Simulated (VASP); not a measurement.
# Zn in VASP: notebook, part 2 of 2

VASP 6.6.1. Earlier steps stand in the parts before.

## 3. Single point, PBE, collinear spin, ferromagnetic start

This run uses another cell than the first one, of 217.09 Å³/atom, 1.094 times its volume.

Contents of INCAR:

```
PREC     = Accurate       # precision mode
ENCUT    = 520            # plane-wave cutoff, eV
EDIFF    = 1E-6           # SCF threshold, eV
ISMEAR   = 0              # smearing method
SIGMA    = 0.05           # smearing width, eV
LREAL    = F              # projectors in reciprocal space
LASPH    = T              # aspherical terms in the spheres
NELM     = 150            # most SCF steps
ALGO     = Normal         # electronic algorithm
ISIF     = 2              # what is computed and relaxed
LWAVE    = F              # write WAVECAR
LCHARG   = F              # write CHGCAR
ISPIN    = 2              # spin polarisation
MAGMOM   = 0.5            # initial moments
LORBIT   = 11             # projections on sites
GGA      = PE             # functional
NBANDS   = 16             # bands
```

Contents of KPOINTS:

```
regular mesh
0
Gamma
  1 1 27
```

Contents of POSCAR:

```
Zn
1.0
    9.0000000000      0.0000000000      0.0000000000
    0.0000000000      9.3000000000      0.0000000000
    0.0000000000      0.0000000000      2.5937132530
Zn
1
Direct
    0.5000000000      0.5000000000      0.0000000000
```

Potentials or basis: VASP PAW PBE potentials, release 64 (Zn).

Command:

```bash
$ cat potpaw_PBE.64/Zn/POTCAR > POTCAR
$ mpirun -np 1 vasp_std > vasp.out
```

OUTCAR:

```text
PREC = Accurate
   ENCUT = 520
   EDIFF = 1E-6
   ISMEAR = 0
   LREAL = F
   LASPH = T
   NELM = 150
   ISIF = 2
   ISPIN = 2
   LORBIT = 11
   GGA = PE

 ion  position               nearest neighbor table
   1  0.500  0.500  0.000-

  LATTYP: Found a simple orthorhombic cell.
 ALAT       =     2.5937132530
 B/A-ratio  =     3.4699286783
 C/A-ratio  =     3.5855929676

  Lattice vectors:

 A1 = (   0.0000000000,   0.0000000000,   2.5937132530)
 A2 = (   9.0000000000,   0.0000000000,   0.0000000000)
 A3 = (   0.0000000000,   9.3000000000,   0.0000000000)

Analysis of symmetry for initial positions (statically):
=====================================================================
 Subroutine PRICEL returns:
 Original cell was already a primitive cell.

 Routine SETGRP: Setting up the symmetry group for a
 simple orthorhombic supercell.

 Subroutine GETGRP returns: Found  8 space group operations
 (whereof  8 operations were pure point group operations)
 out of a pool of  8 trial point group operations.

The static configuration has the point symmetry D_2h.

Analysis of symmetry for dynamics (positions and initial velocities):
=====================================================================
 Subroutine PRICEL returns:
 Original cell was already a primitive cell.

 Routine SETGRP: Setting up the symmetry group for a
 simple orthorhombic supercell.

 Subroutine GETGRP returns: Found  8 space group operations
 (whereof  8 operations were pure point group operations)
 out of a pool of  8 trial point group operations.

The dynamic configuration has the point symmetry D_2h.

Analysis of structural, dynamic, and magnetic symmetry:
=====================================================================
 Subroutine PRICEL returns:
 Original cell was already a primitive cell.

 Routine SETGRP: Setting up the symmetry group for a
 simple orthorhombic supercell.

 Subroutine GETGRP returns: Found  8 space group operations
 (whereof  8 operations were pure point group operations)
[... 131 lines left out ...]

 Free energy of the ion-electron system (eV)
  ---------------------------------------------------
  ext. energy  EPLUGINS =         0.00000000
  ---------------------------------------------------
  free energy    TOTEN  =        -0.14511210 eV

  energy without entropy =       -0.14511151  energy(sigma->0) =       -0.14511180

 E-fermi :  -2.0568     XC(G=0):  -2.0660

 val. band max:       -2.2054733486   @ k =   0.0000   0.0000   0.4815
 cond. band min:      -1.9119919860   @ k =   0.0000   0.0000   0.0000
 fundamental gap:      0.2934813627
 Fermi energy:        -2.0567577646

 spin component 1

 k-point     1 :       0.0000    0.0000    0.0000
  band No.  band energies     occupation
      1     -10.2234      1.00000
      2      -9.7363      1.00000
      3      -9.7363      1.00000
      4      -9.3298      1.00000
      5      -9.3298      1.00000
      6      -7.3207      1.00000
[... 242 lines left out ...]
      2      -9.8668      1.00000
      3      -9.6451      1.00000
      4      -9.6451      1.00000
      5      -9.1934      1.00000
      6      -2.2055      0.99999
[... 8 lines left out ...]
     15       6.9851      0.00000
     16       7.6377      0.00000
 Fermi energy:        -2.0567577646

 spin component 2

 k-point     1 :       0.0000    0.0000    0.0000
  band No.  band energies     occupation
      1     -10.2234      1.00000
      2      -9.7363      1.00000
      3      -9.7363      1.00000
      4      -9.3298      1.00000
      5      -9.3298      1.00000
      6      -7.3207      1.00000
[... 243 lines left out ...]
      3      -9.6451      1.00000
      4      -9.6451      1.00000
      5      -9.1934      1.00000
      6      -2.2055      0.99999
[... 8 lines left out ...]
     15       6.9852      0.00000
     16       7.6917      0.00000

------------------------ aborting loop because EDIFF is reached ----------------------------------------

  FORCE on cell =-STRESS in cart. coord.  units (eV):
  Direction    XX          YY          ZZ          XY          YZ          ZX
  --------------------------------------------------------------------------------------
  -------------------------------------------------------------------------------------
  Total       -0.0138336     -0.0074945      0.0211307      0.0000000      0.0000000      0.0000000
  in kB       -0.1020934     -0.0553100      0.1559470      0.0000000      0.0000000      0.0000000
  external PRESSURE =      -0.0004855 kB  Pullay stress =       0.0000000 kB

 VOLUME and BASIS-vectors are now :
 -----------------------------------------------------------------------------
  energy-cutoff  :      520.00
  volume of cell :      217.09
      direct lattice vectors                 reciprocal lattice vectors
     9.000000000  0.000000000  0.000000000     0.111111111  0.000000000  0.000000000
     0.000000000  9.300000000  0.000000000     0.000000000  0.107526882  0.000000000
     0.000000000  0.000000000  2.593713253     0.000000000  0.000000000  0.385547631

 POSITION                                       TOTAL-FORCE (eV/Angst)
 -----------------------------------------------------------------------------------
      4.50000      4.65000      0.00000         0.000000      0.000000      0.000000
 -----------------------------------------------------------------------------------
    total drift:                                0.000000      0.000000      0.000000

  FREE ENERGIE OF THE ION-ELECTRON SYSTEM (eV)
  ---------------------------------------------------
  free  energy   TOTEN  =        -0.1451121040 eV

  energy  without entropy=       -0.1451115058  energy(sigma->0) =       -0.14511180

 total charge

# of ion       s       p       d       tot
------------------------------------------
    1        0.763   0.187   9.718  10.668

 magnetization (x)

# of ion       s       p       d       tot
------------------------------------------
    1       -0.000  -0.000   0.000  -0.000
```

OSZICAR:

```text
N       E                     dE             d eps       ncg     rms          rms(c)
DAV:   1     0.447525492671E+02    0.44753E+02   -0.41312E+03   896   0.507E+02
[... 12 lines left out ...]
DAV:  14    -0.144986814147E+00   -0.37398E-03   -0.76431E-05   896   0.361E-02    0.458E-03
DAV:  15    -0.145027171472E+00   -0.40357E-04   -0.18594E-05   920   0.152E-02    0.273E-03
DAV:  16    -0.145074738415E+00   -0.47567E-04   -0.59355E-06   928   0.102E-02    0.166E-03
DAV:  17    -0.145097682834E+00   -0.22944E-04   -0.24559E-06   896   0.616E-03    0.927E-04
DAV:  18    -0.145104104008E+00   -0.64212E-05   -0.89783E-07   904   0.322E-03    0.600E-04
DAV:  19    -0.145111123907E+00   -0.70199E-05   -0.46098E-07   912   0.245E-03    0.298E-04
DAV:  20    -0.145112104046E+00   -0.98014E-06   -0.94293E-08   928   0.110E-03
   1 F= -.14511210E+00 E0= -.14511180E+00  d E =-.598294E-06  mag=    -0.0000
```

Run time: 54 s. Hardware: 1 thread of Intel Xeon 6975P-C (Granite Rapids), shared host; peak memory 0.39 GiB.

Results:

| Item | Value |
| --- | --- |
| Free energy | -0.1451 eV |
| Band gap on the k mesh | 0.29 eV, indirect (least direct gap 1.03 eV) |
| Net moment | 0.00 μB per cell |
| Valence electrons inside the program's atomic spheres | Zn 10.67 |

Levels at points of the mesh, in eV from the valence-band top:
Spin up:
```tsv
k point	band 2	band 3	band 4	band 5	band 6	band 7	band 8	band 9	band 10	band 11
(0.00, 0.00, 0.00)	-7.53	-7.53	-7.12	-7.12	-5.12	0.29	0.31	2.11	3.21	4.35
```
Spin down:
```
           k point  band 4  band 5  band 6  band 7  band 8  band 9
(0.00, 0.00, 0.00)   -7.12   -7.12   -5.12    0.29    0.31    2.12
```

## 4. Single point, PBE, collinear spin, ferromagnetic start

This run uses another cell than the first one: it holds 2 atoms, not 1.

Contents of INCAR:

```
SYSTEM = Zn
ALGO = Normal
EDIFF = 1E-6
ENCUT = 520
GGA = PE
ISIF = 2
ISMEAR = 0
ISPIN = 2
LASPH = .True.
LCHARG = .True.
LELF = .True.
LORBIT = 11
LREAL = .False.
LVHAR = .True.
LWAVE = .False.
MAGMOM = 0.5 0.5
NBANDS = 23
NELM = 150
PREC = Accurate
SIGMA = 0.05
```

Contents of KPOINTS:

```
k-points
0
Gamma
  1 1 15
  0 0 0
```

Contents of POSCAR:

```
Zn
1.0
   10.1000000000      0.0000000000      0.0000000000
    0.0000000000      9.3000000000      0.0000000000
    0.0000000000      0.0000000000      5.0943043440
Zn
2
Direct
    0.4999447199      0.5000000000      0.0000000000
    0.5000552801      0.5000000000      0.5000000000
```

Command:

```bash
$ cat potpaw_PBE.64/Zn/POTCAR > POTCAR
$ mpirun -np 1 vasp_std > vasp.out
```

Wall time 4.5 min (1 thread of Intel Xeon 6975P-C, shared host); peak memory 0.71 GiB.

Results (log left out):

```
Free energy                                           : -0.2870 eV
Net moment                                            : 0.13 μB per cell
Valence electrons inside the program's atomic spheres : Zn 10.68
```

Levels at points of the mesh, in eV from the Fermi level:
Spin up:
```tsv
k point	band 10	band 11	band 12	band 13	band 14	band 15
(0.00, 0.00, 0.00)	-7.22	-5.43	-0.01	-0.01	0.03	0.79
```
Spin down:
| k point | band 9 | band 10 | band 11 | band 12 | band 13 | band 14 | band 15 | band 16 |
| --- | --- | --- | --- | --- | --- | --- | --- | --- |
| (0.00, 0.00, 0.00) | -7.35 | -7.21 | -5.37 | 0.07 | 0.08 | 0.08 | 0.83 | 2.05 |

## 5. Single point, PBE, collinear spin, ferromagnetic start

This run uses another cell than the first one: it holds 4 atoms, not 1.

Contents of INCAR:

```
SYSTEM = Zn
ALGO = Normal ; EDIFF = 1E-7
ENCUT = 520 ; GGA = PE
ISIF = 2 ; ISMEAR = 0
ISPIN = 2 ; LASPH = .True.
LCHARG = .False. ; LORBIT = 11
LREAL = .False. ; LWAVE = .False.
MAGMOM = 0.5 0.5 0.5 0.5 ; NBANDS = 36
NELM = 150 ; PREC = Accurate
SIGMA = 0.05
```

Contents of KPOINTS:

```
k-points
0
Gamma
  1 1 14
  0 0 0
```

Contents of POSCAR:

```
Zn
1.0
   11.5000000000      0.0000000000      0.0000000000
    0.0000000000      9.3000000000      0.0000000000
    0.0000000000      0.0000000000      4.7399811781
Zn
4
Direct
    0.3918047775      0.5000000000      0.0000000000
    0.3918047775      0.5000000000      0.5000000000
    0.6081952225      0.5000000000      0.0000000000
    0.6081952225      0.5000000000      0.5000000000
```

Potentials or basis: VASP PAW PBE potentials, release 64 (Zn).

Command:

```bash
$ cat potpaw_PBE.64/Zn/POTCAR > POTCAR
$ mpirun -np 1 vasp_std > vasp.out
```

OUTCAR:

```text
SYSTEM = Zn
   EDIFF = 1E-7
   ENCUT = 520
   GGA = PE
   ISIF = 2
   ISMEAR = 0
   ISPIN = 2
   LASPH = .True.
   LORBIT = 11
   LREAL = .False.
   NELM = 150
   PREC = Accurate

 ion  position               nearest neighbor table
   1  0.392  0.500  0.000-   2 2.37   2 2.37   3 2.49
   2  0.392  0.500  0.500-   1 2.37   1 2.37   4 2.49
   3  0.608  0.500  0.000-   4 2.37   4 2.37   1 2.49
   4  0.608  0.500  0.500-   3 2.37   3 2.37   2 2.49

  LATTYP: Found a simple orthorhombic cell.
 ALAT       =     4.7399811781
 B/A-ratio  =     1.9620331074
 C/A-ratio  =     2.4261699715

  Lattice vectors:
[... 863 lines left out ...]
      direct lattice vectors                 reciprocal lattice vectors
    11.500000000  0.000000000  0.000000000     0.086956522  0.000000000  0.000000000
     0.000000000  9.300000000  0.000000000     0.000000000  0.107526882  0.000000000
     0.000000000  0.000000000  4.739981178     0.000000000  0.000000000  0.210971302

 POSITION                                       TOTAL-FORCE (eV/Angst)
 -----------------------------------------------------------------------------------
      4.50575      4.65000      0.00000        -0.372735      0.000000     -0.000000
      4.50575      4.65000      2.36999        -0.372735     -0.000000     -0.000000
      6.99425      4.65000      0.00000         0.372735     -0.000000      0.000000
      6.99425      4.65000      2.36999         0.372735     -0.000000      0.000000
 -----------------------------------------------------------------------------------
    total drift:                                0.000000      0.000000     -0.000000

  FREE ENERGIE OF THE ION-ELECTRON SYSTEM (eV)
  ---------------------------------------------------
  free  energy   TOTEN  =        -1.0085653142 eV

  energy  without entropy=       -1.0043167212  energy(sigma->0) =       -1.00644102

 total charge

# of ion       s       p       d       tot
------------------------------------------
    1        0.734   0.308   9.718  10.760
    2        0.734   0.308   9.718  10.760
    3        0.734   0.308   9.718  10.760
    4        0.734   0.308   9.718  10.760
--------------------------------------------------
tot          2.938   1.232  38.871  43.040

 magnetization (x)

# of ion       s       p       d       tot
------------------------------------------
    1        0.002   0.016  -0.001   0.017
    2        0.002   0.016  -0.001   0.017
    3        0.002   0.016  -0.001   0.017
    4        0.002   0.016  -0.001   0.017
--------------------------------------------------
tot          0.007   0.064  -0.003   0.067
```

OSZICAR:

```text
N       E                     dE             d eps       ncg     rms          rms(c)
DAV:   1     0.212992096669E+03    0.21299E+03   -0.18951E+04  1152   0.106E+03
DAV:   2     0.108019302426E+02   -0.20219E+03   -0.19665E+03  1244   0.247E+02
[... 21 lines left out ...]
DAV:  24    -0.100856240810E+01   -0.26311E-05   -0.13886E-06   956   0.415E-03    0.105E-03
DAV:  25    -0.100856298836E+01   -0.58026E-06   -0.32729E-07   952   0.236E-03    0.282E-04
DAV:  26    -0.100856382858E+01   -0.84022E-06   -0.77768E-08   868   0.983E-04    0.458E-04
DAV:  27    -0.100856511767E+01   -0.12891E-05   -0.11730E-07   864   0.810E-04    0.185E-04
DAV:  28    -0.100856530984E+01   -0.19217E-06   -0.25958E-08   828   0.383E-04    0.125E-04
DAV:  29    -0.100856531424E+01   -0.44001E-08   -0.16415E-08   780   0.506E-04
   1 F= -.10085653E+01 E0= -.10064410E+01  d E =-.424859E-02  mag=     0.2183
```

stdout:

```text
POSCAR found type information on POSCAR Zn
 POSCAR found :  1 types and       4 ions
 scaLAPACK will be used
 LDA part: xc-table for (Slater+PW92), standard interpolation
 POSCAR, INCAR and KPOINTS ok, starting setup
 FFT: planning ... GRIDC
 FFT: planning ... GRID_SOFT
 FFT: planning ... GRID
 WAVECAR not read
 entering main loop
```

Run time: 12 min. Hardware: 1 thread of Intel Xeon 8259CL, shared host; peak memory 0.76 GiB.

What came out:

```yaml
Free_energy: -1.0086 eV
Largest_force: 0.373 eV/Å
Net_moment: 0.22 μB per cell
Valence_electrons_inside_the_program's_atomic_spheres: Zn 10.76
```

Forces in eV/Å, atoms in the order of the input:
```
Zn  -0.373  0.000  0.000
Zn  -0.373  0.000  0.000
Zn   0.373  0.000  0.000
Zn   0.373  0.000  0.000
```

## 6. Single point, PBE, collinear spin, ferromagnetic start

This run uses another cell than the first one: it holds 4 atoms, not 1.

Contents of INCAR:

```
PREC     = Accurate       # precision mode
ENCUT    = 520            # plane-wave cutoff, eV
EDIFF    = 1E-6           # SCF threshold, eV
ISMEAR   = 0              # smearing method
SIGMA    = 0.05           # smearing width, eV
LREAL    = False          # projectors in reciprocal space
LASPH    = True           # aspherical terms in the spheres
NELM     = 150            # most SCF steps
ALGO     = Normal         # electronic algorithm
ISIF     = 2              # what is computed and relaxed
LWAVE    = False          # write WAVECAR
LCHARG   = True           # write CHGCAR
ISPIN    = 2              # spin polarisation
MAGMOM   = 0.5 0.5 0.5 0.5 # initial moments
LORBIT   = 11             # projections on sites
GGA      = PE             # functional
LELF     = True           # ELF
LVHAR    = True         
NBANDS   = 36             # bands
```

Contents of KPOINTS:

```
Automatic mesh
0
Gamma
  1 1 14
```

Contents of POSCAR:

```
Zn
1.0
   11.5000000000      0.0000000000      0.0000000000
    0.0000000000      9.3000000000      0.0000000000
    0.0000000000      0.0000000000      4.9195738814
Zn
4
Direct
    0.3809673738      0.5000000000      0.0000000000
    0.3809673738      0.5000000000      0.5000000000
    0.6190326262      0.5000000000      0.0000000000
    0.6190326262      0.5000000000      0.5000000000
```

Potentials or basis: VASP PAW PBE potentials, release 64 (Zn).

Command:

```bash
$ cat potpaw_PBE.64/Zn/POTCAR > POTCAR
$ mpirun -np 1 vasp_std > vasp.out
```

Run time: 8.1 min. Hardware: 1 thread of Intel Xeon 8259CL, shared host; peak memory 0.82 GiB.

Results (log left out):

```
Free energy                                           : -1.1706 eV
Largest force                                         : 0.006 eV/Å
Net moment                                            : 0.59 μB per cell
Site moments                                          : Zn +0.03 μB
Valence electrons inside the program's atomic spheres : Zn 10.70
```

Forces in eV/Å, atoms in the order of the input:
```
Zn  -0.006  0.000  0.000
Zn  -0.006  0.000  0.000
Zn   0.006  0.000  0.000
Zn   0.006  0.000  0.000
```

Levels at points of the mesh, in eV from the Fermi level:
Spin up:
```tsv
k point	band 21	band 22	band 23	band 24	band 25	band 26	band 27	band 28
(0.00, 0.00, 0.00)	-6.12	-3.94	-0.26	-0.20	-0.16	0.52	1.50	1.59
(0.00, 0.00, 0.50)	-4.80	-4.80	-2.61	-2.61	1.54	1.54	1.60	1.60
```
Spin down:
```
           k point  band 22  band 23  band 24  band 25  band 26  band 27
(0.00, 0.00, 0.00)    -3.81    -0.14     0.00     0.05     0.66     1.59
(0.00, 0.00, 0.50)    -4.66    -2.48    -2.48     1.73     1.73     1.81
```

## 7. Overview

```csv
cell,k mesh,gap on the mesh (eV),moment (μB),largest force (eV/Å)
"a = 9.000, b = 9.300, c = 2.370 Å, 1 atom",1 × 1 × 27,none,0.15,-
"a = 9.000, b = 9.300, c = 2.594 Å, 1 atom",1 × 1 × 27,0.29,0.00,-
"a = 10.100, b = 9.300, c = 5.094 Å, 2 atoms",1 × 1 × 15,none,0.13,-
"a = 11.500, b = 9.300, c = 4.740 Å, 4 atoms",1 × 1 × 14,none,0.22,0.37
"a = 11.500, b = 9.300, c = 4.920 Å, 4 atoms",1 × 1 × 14,none,0.59,0.01
```

Alike in all rows: task single point; level PBE; potentials or basis VASP PAW PBE potentials, release 64 (Zn); spin collinear, ferromagnetic start; cutoff (eV) 520; smearing gaussian 0.05 eV.

Absolute energies hang on the potentials; compare differences alone.
